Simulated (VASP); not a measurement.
# SiC3 (Pm-3m) in VASP: a series of runs

Runs on SiC3. Level: PBE. Tasks: single point, relaxation of cell and atoms.

All numbers are computed with VASP 6.6.1; they aren't measurements. Logs are shortened: lines on timing, memory, paths and dates and some standing lists are left out, and cuts for length are marked.

### Step 1. The cell of the first run

The structure is cubic, space group Pm-3m (No. 221). Conventional cell: a = 3.202 Å, b = 3.202 Å, c = 3.202 Å, α = 90.00°, β = 90.00°, γ = 90.00°. Si (site symmetry m-3m) has 12 C at 2.26 Å within 3.0 Å. Within 3.0 Å of C (site symmetry 4/mmm) lie 4 Si at 2.26 Å and 8 C at 2.26 Å.

### Step 2. Single point, PBE

File INCAR:

```
  PREC = Accurate
  ENCUT = 520
  EDIFF = 1E-6
  ISMEAR = 0
  SIGMA = 0.1
  LREAL = False
  LASPH = True
  NELM = 80
  ALGO = Normal
  ISIF = 2
  LWAVE = False
  LCHARG = False
  GGA = PE
  NBANDS = 16
```

File KPOINTS:

```
Automatic mesh
0
Gamma
  14 14 14
```

File POSCAR:

```
SiC3
1.0
    3.2021239943      0.0000000000      0.0000000000
    0.0000000000      3.2021239943      0.0000000000
    0.0000000000      0.0000000000      3.2021239943
Si C
1 3
Direct
    0.0000000000      0.0000000000      0.0000000000
    0.0000000000      0.5000000000      0.5000000000
    0.5000000000      0.0000000000      0.5000000000
    0.5000000000      0.5000000000      0.0000000000
```

Potentials or basis: VASP PAW PBE potentials, release 64 (Si, C).

Run with:

```sh
$ cat potpaw_PBE.64/Si/POTCAR potpaw_PBE.64/C/POTCAR > POTCAR
$ mpirun -np 1 vasp_std > vasp.out
```

OUTCAR:

```text
PREC = Accurate
   ENCUT = 520
   EDIFF = 1E-6
   ISMEAR = 0
   LREAL = False
   LASPH = True
   NELM = 80
   ISIF = 2
   GGA = PE

 ion  position               nearest neighbor table
   1  0.000  0.000  0.000-   2 2.26   3 2.26   4 2.26   2 2.26   3 2.26   2 2.26   4 2.26   2 2.26
                             3 2.26   4 2.26   3 2.26   4 2.26
   2  0.000  0.500  0.500-   1 2.26   1 2.26   1 2.26   1 2.26
   3  0.500  0.000  0.500-   1 2.26   1 2.26   1 2.26   1 2.26
   4  0.500  0.500  0.000-   1 2.26   1 2.26   1 2.26   1 2.26

  LATTYP: Found a simple cubic cell.
 ALAT       =     3.2021239943

  Lattice vectors:

 A1 = (   3.2021239943,   0.0000000000,   0.0000000000)
 A2 = (   0.0000000000,   3.2021239943,   0.0000000000)
 A3 = (   0.0000000000,   0.0000000000,   3.2021239943)

Analysis of symmetry for initial positions (statically):
=====================================================================
 Subroutine PRICEL returns:
 Original cell was already a primitive cell.

 Routine SETGRP: Setting up the symmetry group for a
 simple cubic supercell.

 Subroutine GETGRP returns: Found 48 space group operations
 (whereof 48 operations were pure point group operations)
 out of a pool of 48 trial point group operations.

The static configuration has the point symmetry O_h .

Analysis of symmetry for dynamics (positions and initial velocities):
=====================================================================
 Subroutine PRICEL returns:
 Original cell was already a primitive cell.

 Routine SETGRP: Setting up the symmetry group for a
 simple cubic supercell.

 Subroutine GETGRP returns: Found 48 space group operations
 (whereof 48 operations were pure point group operations)
 out of a pool of 48 trial point group operations.

The dynamic configuration has the point symmetry O_h .

 Subroutine INISYM returns: Found 48 space group operations
 (whereof 48 operations are pure point group operations),
 and found     1 'primitive' translations

----------------------------------------------------------------------------------------

                                     Primitive cell

  volume of cell :      32.8333

  direct lattice vectors                    reciprocal lattice vectors
     3.202123994  0.000000000  0.000000000     0.312292716  0.000000000  0.000000000
     0.000000000  3.202123994  0.000000000     0.000000000  0.312292716  0.000000000
     0.000000000  0.000000000  3.202123994     0.000000000  0.000000000  0.312292716

  length of vectors
[... 90 lines left out ...]
   IBRION =     -1    ionic relax: 0-MD 1-quasi-New 2-CG
   NFREE  =      0    steps in history (QN), initial steepest desc. (CG)
   ISIF   =      2    stress and relaxation
   ISYM   =      2    0-nonsym 1-usesym 2-fastsym
   POTIM  = 0.5000    time-step for ionic-motion
   TEBEG  =    0.0;   TEEND  =   0.0 temperature during run
   PSTRESS=    0.0 pullay stress
   NELECT =      16.0000    total number of electrons
   NUPDOWN=      -1.0000    fix difference up-down
   EMIN   =  10.00;   EMAX   =-10.00  energy-range for DOS
   EFERMI =   0.00;   METHOD = LEGACY
   ISMEAR =     0;   SIGMA  =   0.10  broadening in eV -4-tet -1-fermi 0-gaus
   EFERMI_NEDOS =   21; number of points for ismear=-14 and -15
   IALGO  =     38    algorithm
   IMIX   =      4    mixing-type and parameters
     AMIX     =   0.40;   BMIX     =  1.00
     AMIX_MAG =   1.60;   BMIX_MAG =  1.00
  volume/ion in A,a.u.               =       8.21        55.39
  Fermi-wavevector in a.u.,A,eV,Ry     =   1.288279  2.434495 22.581092  1.659663
  Thomas-Fermi vector in A             =   2.420243
   LORBIT       =      0    0 simple, 1 ext, 2 COOP (PROOUT), +10 PAW based schemes
   GGA     = PE    functional components
   LHFCALC =     F    Hartree Fock is set to
   AEXX    =    0.0000 exact exchange contribution
   IVDW    =     0    specifies the selected vdW correction
   LEPSILON=     F    determine dielectric tensor
   LRPA    =     F    only Hartree local field effects (RPA)
 non-spin polarized calculation
 Gauss-broadening in eV      SIGMA  =   0.10
  energy-cutoff  :      520.00
  volume of cell :       32.83
 maximum number of plane-waves:       912
 NGX is ok and might be reduce to    24
   NGX = 11   NGY = 11   NGZ = 11

 number of electron      16.0000001 magnetization

 Free energy of the ion-electron system (eV)
  ---------------------------------------------------
  ext. energy  EPLUGINS =         0.00000000
  ---------------------------------------------------
  free energy    TOTEN  =       -20.49194474 eV

  energy without entropy =      -20.48471676  energy(sigma->0) =      -20.48833075

 E-fermi :   9.8333     XC(G=0): -12.5283

 val. band max:        9.8250097872   @ k =   0.4286   0.4286   0.1429
 cond. band min:       9.8458762376   @ k =   0.5000   0.2857   0.2143
 fundamental gap:      0.0208664504
 Fermi energy:         9.8333460065

 k-point     1 :       0.0000    0.0000    0.0000
  band No.  band energies     occupation
      1      -8.4983      2.00000
      2       2.9600      2.00000
      3       2.9600      2.00000
      4       3.1519      2.00000
      5       3.1519      2.00000
      6       3.1519      2.00000
[... 433 lines left out ...]
      3       0.6164      2.00000
      4       3.9512      2.00000
      5       5.2032      2.00000
      6       6.3165      2.00000
[... 8 lines left out ...]
     15      16.6348      0.00000
     16      19.5775      0.00000

 [... further k-points ...]

------------------------ aborting loop because EDIFF is reached ----------------------------------------

  FORCE on cell =-STRESS in cart. coord.  units (eV):
  Direction    XX          YY          ZZ          XY          YZ          ZX
  --------------------------------------------------------------------------------------
  -------------------------------------------------------------------------------------
  Total        0.0204933      0.0204933      0.0204933      0.0000000     -0.0000000      0.0000000
  in kB        1.0000167      1.0000167      1.0000167      0.0000000     -0.0000000      0.0000000
  external PRESSURE =       1.0000167 kB  Pullay stress =       0.0000000 kB

 VOLUME and BASIS-vectors are now :
 -----------------------------------------------------------------------------
  energy-cutoff  :      520.00
  volume of cell :       32.83
      direct lattice vectors                 reciprocal lattice vectors
     3.202123994  0.000000000  0.000000000     0.312292716  0.000000000  0.000000000
     0.000000000  3.202123994  0.000000000     0.000000000  0.312292716  0.000000000
     0.000000000  0.000000000  3.202123994     0.000000000  0.000000000  0.312292716

 POSITION                                       TOTAL-FORCE (eV/Angst)
 -----------------------------------------------------------------------------------
      0.00000      0.00000      0.00000         0.000000      0.000000      0.000000
      0.00000      1.60106      1.60106         0.000000      0.000000      0.000000
      1.60106      0.00000      1.60106         0.000000      0.000000      0.000000
      1.60106      1.60106      0.00000         0.000000      0.000000      0.000000
 -----------------------------------------------------------------------------------
    total drift:                                0.000000     -0.000000     -0.000000

  FREE ENERGIE OF THE ION-ELECTRON SYSTEM (eV)
  ---------------------------------------------------
  free  energy   TOTEN  =       -20.4919447404 eV

  energy  without entropy=      -20.4847167627  energy(sigma->0) =      -20.48833075
```

OSZICAR:

```text
N       E                     dE             d eps       ncg     rms          rms(c)
DAV:   1     0.225253560927E+02    0.22525E+02   -0.74586E+03  3896   0.901E+02
DAV:   2    -0.193849000851E+02   -0.41910E+02   -0.37086E+02  5544   0.148E+02
DAV:   3    -0.208001494117E+02   -0.14152E+01   -0.14035E+01  4320   0.241E+01
DAV:   4    -0.208062100325E+02   -0.60606E-02   -0.60595E-02  4768   0.189E+00
DAV:   5    -0.208062514108E+02   -0.41378E-04   -0.41377E-04  4328   0.140E-01    0.489E+00
DAV:   6    -0.205285971746E+02    0.27765E+00   -0.25373E-01  3864   0.302E+00    0.257E+00
DAV:   7    -0.204961435854E+02    0.32454E-01   -0.58388E-02  4696   0.143E+00    0.826E-01
DAV:   8    -0.204920260396E+02    0.41175E-02   -0.51240E-03  4272   0.486E-01    0.149E-01
DAV:   9    -0.204919506540E+02    0.75386E-04   -0.62921E-04  4400   0.169E-01    0.697E-02
DAV:  10    -0.204919427908E+02    0.78632E-05   -0.25977E-05  4136   0.370E-02    0.234E-02
DAV:  11    -0.204919449507E+02   -0.21599E-05   -0.26308E-06  4328   0.118E-02    0.507E-03
DAV:  12    -0.204919447404E+02    0.21026E-06   -0.26159E-07  2024   0.319E-03
   1 F= -.20491945E+02 E0= -.20488331E+02  d E =-.722798E-02
```

Run time: 22 s. Hardware: 1 thread of Intel Xeon 6975P-C, shared host; peak memory 0.17 GiB.

Results:

- Free energy: -20.4919 eV
- Pressure: 0.1 GPa
- Band gap on the k mesh: zero (band 8 reaches 11.01 eV, above the bottom of band 9 at 7.60 eV)

Levels at points of the mesh, in eV from the Fermi level:
| k point | band 5 | band 6 | band 7 | band 8 | band 9 | band 10 | band 11 | band 12 |
| --- | --- | --- | --- | --- | --- | --- | --- | --- |
| (0.00, 0.00, 0.00) | -6.68 | -6.68 | -1.47 | 1.18 | 1.18 | 1.18 | 3.59 | 3.59 |
| (0.50, 0.00, 0.00) | -4.14 | -3.18 | -3.18 | -2.25 | -2.24 | 0.03 | 3.61 | 3.61 |
| (0.50, 0.50, 0.00) | -1.76 | -1.76 | -1.13 | -0.80 | -0.80 | -0.69 | 2.58 | 2.86 |
| (0.50, 0.50, 0.50) | -8.79 | -8.79 | -8.12 | -5.62 | 4.95 | 4.95 | 4.95 | 5.45 |

(Part 1 of 2 ends here.)
